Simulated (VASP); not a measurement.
Runs of VASP 6.6.1 on Sc. The structure is that of space group Fm-3m (No. 225), or close to it. The cells are those of the table. 

```tsv
cell	k mesh	gap on the mesh (eV)	pressure (GPa)
a = 3.202, b = 3.216, c = 3.226 Å, angles 61.4, 61.3, 62.2°, 1 atom	6 × 6 × 6	none	(a)
a = 2.918 Å, angles 60.0°, 1 atom	18 × 18 × 18	none	25.1
a = 2.592 Å, angles 60.0°, 1 atom	18 × 18 × 18	none	91.2
a = 3.041 Å, angles 60.0°, 1 atom	16 × 16 × 16	none	(b)
a = 2.760 Å, angles 60.0°, 1 atom	18 × 18 × 18	none	50.5
```

Alike in all rows: task single point; level PBEsol; potentials or basis VASP PAW PBE potentials, release 64 (Sc_sv); no spin polarisation; cutoff (eV) 520; smearing gaussian 0.1 eV.

Task: Estimate the missing entries.

Result: (a) -1.6; (b) 12.0.

Caveats: some runs use coarse meshes; the PAW data sets were made with another functional, which shifts forces and pressure a little.

A gap of «none» marks levels without a gap at the run's occupations.
